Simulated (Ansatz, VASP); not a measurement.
H: VASP beside Ansatz

The input INCAR:

```
SYSTEM = H
ALGO = Normal
EDIFF = 1E-7
ENCUT = 520
GGA = PS
ISIF = 2
ISMEAR = 0
LASPH = .True.
LCHARG = .False.
LREAL = .False.
LWAVE = .False.
NBANDS = 10
NELM = 100
PREC = Accurate
SIGMA = 0.05
```

Contents of KPOINTS:

```
k-points
0
Gamma
  6 6 6
  0 0 0
```

File POSCAR:

```
H
1.0
    2.6234813799     -2.5669048168      0.0000000000
    2.6234813799      2.5669048168      0.0000000000
    0.0000000000      0.0000000000      4.0175634600
H
4
Direct
    0.9532956300      0.0467043700      0.0685088900
    0.4532956300      0.5467043700      0.4314911100
    0.5467043700      0.4532956300      0.5685088900
    0.0467043700      0.9532956300      0.9314911100
```

Input for Ansatz:

```yaml
crystal:
  lattice:
    - [2.6234813799, -2.5669048168, 0.0]
    - [2.6234813799, 2.5669048168, 0.0]
    - [0.0, 0.0, 4.01756346]
  atoms:
    - { symbol: H, position: [0.95329563, 0.04670437, 0.06850889] }
    - { symbol: H, position: [0.45329563, 0.54670437, 0.43149111] }
    - { symbol: H, position: [0.54670437, 0.45329563, 0.56850889] }
    - { symbol: H, position: [0.04670437, 0.95329563, 0.93149111] }
basis:
  ecutwfc: 420
kpoints:
  mp_grid: { grid: [6, 6, 6] }
hamiltonian:
  xc: pbesol
scf:
  occupations: { method: gaussian, width: 0.05 }
output:
  forces: true
  stress: true
  eigenvalues: true
```

Change from the starting cell: strain +0.000 along x and y, -0.030 along z, atoms carried along.

Alike in both runs: task single point; functional PBEsol; k mesh 6 × 6 × 6; occupations gaussian, width 0.05 eV; no spin polarisation.

```csv
,VASP,Ansatz
version,VASP 6.6.1,Ansatz 0.2.0
potentials or method,"VASP PAW PBE potentials, release 64 (H), cutoff 520 eV","scalar-relativistic, plane waves, PAW"
valence electrons in the cell,4,4
```

|  | VASP | Ansatz | Ansatz less VASP |
| --- | --- | --- | --- |
| gap on the k mesh at the Fermi level (eV) | 9.22 | 9.23 | +0.002 |
| least direct gap on the mesh (eV) | 9.88 | 9.88 | +0.003 |
| pressure (GPa) | 1.4 | 1.6 | +0.17 |
| traceless stress, the component that is largest in VASP (GPa) | -1.51 | -1.52 | -0.014 |
| rms of the force components (eV/Å) | 0.617 | 0.616 | -0.0003 |

VASP's potentials were made for PBE, not for PBEsol. Atom by atom the forces differ by 0.000 eV/Å (rms over components).
